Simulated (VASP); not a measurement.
# ZrS2 (P-3m1) in VASP: further runs

Aim: see how the results for ZrS2 move with the level of theory and the settings. Levels: revPBE+D3(BJ), PBE+D4. Tasks: single point.

Program: VASP 6.6.1. These are calculated values, not measurements. Logs are shortened: lines on timing, memory, paths and dates and some standing lists are left out, and cuts for length are marked.

## 1. The cell of the first run

Symmetry: P-3m1, No. 164, trigonal system. Conventional cell: a = 3.611 Å, b = 3.611 Å, c = 5.573 Å, α = 90.00°, β = 90.00°, γ = 120.00°. Within 3.4 Å of Zr (site symmetry -3m) lie 6 S at 2.55 Å. S (site symmetry 3m) has 3 Zr at 2.55 Å and 3 S at 3.36 Å within 3.4 Å.

## 2. Single point, revPBE+D3(BJ)

Input file INCAR:

```
  PREC = Accurate
  ENCUT = 500
  EDIFF = 1E-6
  ISMEAR = -1
  SIGMA = 0.01
  LREAL = F
  LASPH = T
  NELM = 120
  ALGO = Normal
  ISIF = 2
  LWAVE = F
  LCHARG = T
  GGA = RE
  IVDW = 12
  LELF = T
  LVHAR = T
  NBANDS = 19
  GGA_COMPAT = F
```

Input file KPOINTS:

```
Automatic mesh
0
Gamma
  12 12 4
```

Input file POSCAR:

```
ZrS2
1.0
    3.6111836417     -0.0000002824      0.0000000000
   -1.8055915763      3.1273769126      0.0000000000
    0.0000000000      0.0000000000      5.5730270443
Zr S
1 2
Direct
    0.0000000000      0.0000000000      0.0000000000
    0.6666666667      0.3333333333      0.7366845270
    0.3333333333      0.6666666667      0.2633154730
```

Potentials or basis: VASP PAW PBE potentials, release 64 (Zr_sv, S).

Launch:

```sh
cat potpaw_PBE.64/Zr_sv/POTCAR potpaw_PBE.64/S/POTCAR > POTCAR
mpirun -np 1 vasp_std > vasp.out
```

OUTCAR:

```text
PREC = Accurate
   ENCUT = 500
   EDIFF = 1E-6
   ISMEAR = -1
   LREAL = F
   LASPH = T
   NELM = 120
   ISIF = 2
   GGA = RE
   IVDW = 12
 IVDW          = 12

 ion  position               nearest neighbor table
   1  0.000  0.000  0.000-   2 2.55   3 2.55   3 2.55   2 2.55   2 2.55   3 2.55
   2  0.667  0.333  0.737-   1 2.55   1 2.55   1 2.55
   3  0.333  0.667  0.263-   1 2.55   1 2.55   1 2.55

  LATTYP: Found a hexagonal cell.
 ALAT       =     3.6111836417
 C/A-ratio  =     1.5432687997

  Lattice vectors:

 A1 = (   3.6111836417,  -0.0000002824,   0.0000000000)
 A2 = (  -1.8055915763,   3.1273769126,   0.0000000000)
 A3 = (   0.0000000000,   0.0000000000,   5.5730270443)

Analysis of symmetry for initial positions (statically):
=====================================================================
 Subroutine PRICEL returns:
 Original cell was already a primitive cell.

 Routine SETGRP: Setting up the symmetry group for a
 hexagonal supercell.

 Subroutine GETGRP returns: Found 12 space group operations
 (whereof 12 operations were pure point group operations)
 out of a pool of 24 trial point group operations.

The static configuration has the point symmetry D_3d.

Analysis of symmetry for dynamics (positions and initial velocities):
=====================================================================
 Subroutine PRICEL returns:
 Original cell was already a primitive cell.

 Routine SETGRP: Setting up the symmetry group for a
 hexagonal supercell.

 Subroutine GETGRP returns: Found 12 space group operations
 (whereof 12 operations were pure point group operations)
 out of a pool of 24 trial point group operations.

The dynamic configuration has the point symmetry D_3d.

 Subroutine INISYM returns: Found 12 space group operations
 (whereof 12 operations are pure point group operations),
 and found     1 'primitive' translations

----------------------------------------------------------------------------------------

                                     Primitive cell

  volume of cell :      62.9392

  direct lattice vectors                    reciprocal lattice vectors
     3.611183642 -0.000000282  0.000000000     0.276917527  0.159878380  0.000000000
    -1.805591576  3.127376913  0.000000000     0.000000025  0.319756804  0.000000000
     0.000000000  0.000000000  5.573027044     0.000000000  0.000000000  0.179435698

  length of vectors
     3.611183642  3.611183642  5.573027044     0.319756804  0.319756804  0.179435698

  position of ions in fractional coordinates (direct lattice)
     0.000000000  0.000000000  0.000000000
     0.666666667  0.333333333  0.736684527
     0.333333333  0.666666667  0.263315473

  ion indices of the primitive-cell ions
   primitive index   ion index
                 1           1
                 2           2
                 3           3

----------------------------------------------------------------------------------------

 KPOINTS: Automatic mesh

Automatic generation of k-mesh.
 Grid dimensions read from file:
 generate k-points for:   12   12    4

 Generating k-lattice:

  Cartesian coordinates                     Fractional coordinates (reciprocal lattice)
     0.023076461  0.013323198  0.000000000     0.083333333  0.000000000  0.000000000
     0.000000002  0.026646400  0.000000000    -0.000000000  0.083333333  0.000000000
     0.000000000  0.000000000  0.044858925     0.000000000  0.000000000  0.250000000

  Length of vectors
     0.026646400  0.026646400  0.044858925

  Shift w.r.t. Gamma in fractional coordinates (k-lattice)
     0.000000000  0.000000000  0.000000000

 Subroutine IBZKPT returns following result:
 ===========================================

 Found     69 irreducible k-points:

 Following reciprocal coordinates:
            Coordinates               Weight
  0.000000  0.000000  0.000000      1.000000
  0.083333  0.000000  0.000000      6.000000
  0.166667 -0.000000  0.000000      6.000000
  0.250000 -0.000000  0.000000      6.000000
  0.333333  0.000000  0.000000      6.000000
  0.416667  0.000000  0.000000      6.000000
[... 16 lines left out ...]
  0.166667 -0.000000  0.250000      6.000000
  0.000000  0.166667  0.250000      6.000000
 [... further k-points ...]
   k-points           NKPTS =     69   k-points in BZ     NKDIM =     69   number of bands    NBANDS=     19
   number of dos      NEDOS =    301   number of ions     NIONS =      3
   total plane-waves  NPLWV =  32928
   dimension x,y,z NGX =    28 NGY =   28 NGZ =   42
   dimension x,y,z NGXF=    56 NGYF=   56 NGZF=   84
   ions per type =               1   2
   NGX,Y,Z   is equivalent  to a cutoff of  12.89, 12.89, 12.53 a.u.
   NGXF,Y,Z  is equivalent  to a cutoff of  25.78, 25.78, 25.06 a.u.
 SYSTEM =  unknown system
   PREC   = accura    normal or accurate (medium, high low for compatibility)
   ISTART =      0    job   : 0-new  1-cont  2-samecut
   ICHARG =      2    charge: 1-file 2-atom 10-const
   ISPIN  =      1    spin polarized calculation?
   LNONCOLLINEAR =      F non collinear calculations
   LSORBIT =      F    spin-orbit coupling
   LASPH  =      T    aspherical Exc in radial PAW
   ENCUT  =  500.0 eV  36.75 Ry    6.06 a.u.   6.58  6.58 10.16*2*pi/ulx,y,z
   NELM   =    120;   NELMIN=  2; NELMDL= -5     # of ELM steps
   EDIFF  = 0.1E-05   stopping-criterion for ELM
   LREAL  =      F    real-space projection
   EDIFFG = 0.1E-04   stopping-criterion for IOM
   NSW    =      0    number of steps for IOM
   IBRION =     -1    ionic relax: 0-MD 1-quasi-New 2-CG
   NFREE  =      0    steps in history (QN), initial steepest desc. (CG)
   ISIF   =      2    stress and relaxation
   ISYM   =      2    0-nonsym 1-usesym 2-fastsym
   POTIM  = 0.5000    time-step for ionic-motion
   TEBEG  =    0.0;   TEEND  =   0.0 temperature during run
   PSTRESS=    0.0 pullay stress
   NELECT =      24.0000    total number of electrons
   NUPDOWN=      -1.0000    fix difference up-down
   EMIN   =  10.00;   EMAX   =-10.00  energy-range for DOS
   EFERMI =   0.00;   METHOD = LEGACY
   ISMEAR =    -1;   SIGMA  =   0.01  broadening in eV -4-tet -1-fermi 0-gaus
   EFERMI_NEDOS =   21; number of points for ismear=-14 and -15
   IALGO  =     38    algorithm
   IMIX   =      4    mixing-type and parameters
     AMIX     =   0.40;   BMIX     =  1.00
     AMIX_MAG =   1.60;   BMIX_MAG =  1.00
  volume/ion in A,a.u.               =      20.98       141.58
  Fermi-wavevector in a.u.,A,eV,Ry     =   1.187148  2.243385 19.174974  1.409321
  Thomas-Fermi vector in A             =   2.323306
   LORBIT       =      0    0 simple, 1 ext, 2 COOP (PROOUT), +10 PAW based schemes
   GGA     = RE    functional components
   LHFCALC =     F    Hartree Fock is set to
   AEXX    =    0.0000 exact exchange contribution
   IVDW    =    12    specifies the selected vdW correction
   LEPSILON=     F    determine dielectric tensor
   LRPA    =     F    only Hartree local field effects (RPA)
 non-spin polarized calculation
  energy-cutoff  :      500.00
  volume of cell :       62.94
 maximum number of plane-waves:      1641
 NGX is ok and might be reduce to    28
   NGX = 13   NGY = 13   NGZ = 21

 number of electron      24.0000001 magnetization

 Free energy of the ion-electron system (eV)
  ---------------------------------------------------
  ext. energy  EPLUGINS =         0.00000000
  ---------------------------------------------------
  free energy    TOTEN  =       -20.33716842 eV

  energy without entropy =      -20.33716842  energy(sigma->0) =      -20.33716842

 E-fermi :   6.1658     XC(G=0):  -9.9309

 val. band max:        5.9436031047   @ k =   0.0000   0.0000   0.0000
 cond. band min:       6.4293810396   @ k =   0.5000  -0.0000   0.5000
 fundamental gap:      0.4857779349
 Fermi energy:         6.1657543472

 k-point     1 :       0.0000    0.0000    0.0000
  band No.  band energies     occupation
      1     -43.2955      2.00000
      2     -21.3814      2.00000
      3     -21.2037      2.00000
      4     -21.2037      2.00000
      5      -7.3600      2.00000
      6      -5.5730      2.00000
[... 11 lines left out ...]
     18      11.3166      0.00000
     19      11.9377      0.00000

 k-point     2 :       0.0833    0.0000    0.0000
  band No.  band energies     occupation
      1     -43.2939      2.00000
      2     -21.3768      2.00000
      3     -21.2248      2.00000
      4     -21.2082      2.00000
      5      -7.2828      2.00000
      6      -5.5969      2.00000
[... 11 lines left out ...]
     18      11.8794      0.00000
     19      12.2952      0.00000

 k-point     3 :       0.1667   -0.0000    0.0000
  band No.  band energies     occupation
      1     -43.2897      2.00000
      2     -21.3644      2.00000
      3     -21.2818      2.00000
      4     -21.2204      2.00000
      5      -7.0657      2.00000
      6      -5.6614      2.00000
[... 11 lines left out ...]
     18      12.7762      0.00000
     19      13.3002      0.00000

 k-point     4 :       0.2500   -0.0000    0.0000
  band No.  band energies     occupation
      1     -43.2838      2.00000
      2     -21.3615      2.00000
      3     -21.3441      2.00000
      4     -21.2371      2.00000
      5      -6.7526      2.00000
      6      -5.7453      2.00000
[... 407 lines left out ...]
     18      12.1174      0.00000
     19      13.1039      0.00000

 k-point    23 :       0.1667   -0.0000    0.2500
  band No.  band energies     occupation
      1     -43.2896      2.00000
      2     -21.3651      2.00000
      3     -21.2817      2.00000
      4     -21.2204      2.00000
      5      -6.8857      2.00000
      6      -5.9229      2.00000
[... 11 lines left out ...]
     18      13.2825      0.00000
     19      13.5449      0.00000

 k-point    24 :       0.0000    0.1667    0.2500
  band No.  band energies     occupation
      1     -43.2896      2.00000
      2     -21.3650      2.00000
      3     -21.2817      2.00000
      4     -21.2204      2.00000
      5      -6.9145      2.00000
      6      -5.8773      2.00000
[... 11 lines left out ...]
     18      12.7486      0.00000
     19      13.7716      0.00000

 [... further k-points ...]

------------------------ aborting loop because EDIFF is reached ----------------------------------------

 Edisp (eV)   -2.18939

 E8    (eV) :    -1.5117

  FORCE on cell =-STRESS in cart. coord.  units (eV):
  Direction    XX          YY          ZZ          XY          YZ          ZX
  --------------------------------------------------------------------------------------
  -------------------------------------------------------------------------------------
  Total      -0.03977    -0.03977    -0.01261     0.00000    -0.00000     0.00000
  in kB      -1.01226    -1.01226    -0.32092     0.00000    -0.00000     0.00000
  external pressure =       -0.78 kB  Pullay stress =        0.00 kB

 VOLUME and BASIS-vectors are now :
 -----------------------------------------------------------------------------
  energy-cutoff  :      500.00
  volume of cell :       62.94
      direct lattice vectors                 reciprocal lattice vectors
     3.611183642 -0.000000282  0.000000000     0.276917527  0.159878380  0.000000000
    -1.805591576  3.127376913  0.000000000     0.000000025  0.319756804  0.000000000
     0.000000000  0.000000000  5.573027044     0.000000000  0.000000000  0.179435698

 POSITION                                       TOTAL-FORCE (eV/Angst)
 -----------------------------------------------------------------------------------
      0.00000      0.00000      0.00000         0.000000      0.000000      0.000000
      1.80559      1.04246      4.10556         0.000000     -0.000000     -0.003984
      0.00000      2.08492      1.46746        -0.000000      0.000000      0.003984
 -----------------------------------------------------------------------------------
    total drift:                                0.000000     -0.000000     -0.000000

  FREE ENERGIE OF THE ION-ELECTRON SYSTEM (eV)
  ---------------------------------------------------
  free  energy   TOTEN  =       -22.5265610228 eV

  energy  without entropy=      -22.5265610228  energy(sigma->0) =      -22.52656102
```

It took 37 s on 1 thread of Intel Xeon 6975P-C (Granite Rapids), shared host; peak memory 0.22 GiB.

Results:

- Free energy: -22.5266 eV
- Pressure: -0.1 GPa
- Largest force: 0.004 eV/Å
- Band gap on the k mesh: 0.49 eV (least direct gap 1.31 eV)
- Dispersion energy per atom: -0.730 eV

Forces in eV/Å, atoms in the order of the input:
```
Zr   0.000  0.000  0.000
S    0.000  0.000 -0.004
S    0.000  0.000  0.004
```

Caveat: semilocal functionals underestimate gaps, and a narrow one can read as zero; the PAW data sets were made with another functional, which shifts forces and pressure a little. A k mesh can miss the band edges.

## 3. Single point, PBE+D4

This run uses another cell than the first one, of 22.37 Å³/atom.

Input file INCAR:

```
SYSTEM = ZrS2
PREC = Accurate ; ENCUT = 500
EDIFF = 1E-6 ; ISMEAR = -1
SIGMA = 0.01 ; LREAL = .False.
LASPH = .True. ; NELM = 120
ALGO = Normal ; ISIF = 2
LWAVE = .False. ; LCHARG = .True.
GGA = PE ; IVDW = 13
LELF = .True. ; LVHAR = .True.
NBANDS = 19 ; GGA_COMPAT = .False.
```

Input file KPOINTS:

```
regular mesh
0
Gamma
  12 12 4
  0 0 0
```

Input file POSCAR:

```
ZrS2
1.0
    3.6479450320     -0.0000002853      0.0000000000
   -1.8239722689      3.1592132120      0.0000000000
    0.0000000000      0.0000000000      5.8233006746
Zr S
1 2
Direct
    0.0000000000      0.0000000000      0.0000000000
    0.6666666667      0.3333333333      0.7499241865
    0.3333333333      0.6666666667      0.2500758135
```

Potentials or basis: VASP PAW PBE potentials, release 64 (Zr_sv, S).

Launch:

```sh
cat potpaw_PBE.64/Zr_sv/POTCAR potpaw_PBE.64/S/POTCAR > POTCAR
mpirun -np 1 vasp_std > vasp.out
```

Wall time 37 s (1 thread of Intel Xeon 6975P-C (Granite Rapids), shared host); peak memory 0.21 GiB.

It converged, with:

```
Free energy                : -22.2313 eV
Pressure                   : 0.0 GPa
Largest force              : 0.007 eV/Å
Band gap on the k mesh     : 0.80 eV (least direct gap 1.51 eV)
Dispersion energy per atom : -0.279 eV
```

Forces in eV/Å, atoms in the order of the input:
```
Zr   0.000  0.000  0.000
S    0.000  0.000 -0.007
S    0.000  0.000  0.007
```

Levels at points of the mesh, in eV from the valence-band top:
```
           k point  band 8  band 9  band 10  band 11  band 12  band 13  band 14  band 15  band 16  band 17
(0.00, 0.00, 0.00)   -2.86   -2.86    -0.16    -0.16     0.00     1.51     1.51     2.23     4.79     4.79
(0.50, 0.00, 0.00)   -2.66   -2.61    -2.55    -1.99    -1.32     0.99     3.26     3.58     5.70     5.87
(0.00, 0.00, 0.50)   -2.81   -2.81    -1.94    -0.32    -0.32     1.47     1.47     2.62     5.23     5.23
(0.50, 0.00, 0.50)   -3.38   -2.73    -2.41    -1.01    -0.83     0.80     3.25     3.57     5.13     5.65
```

Caveat: semilocal functionals underestimate gaps, and a narrow one can read as zero.
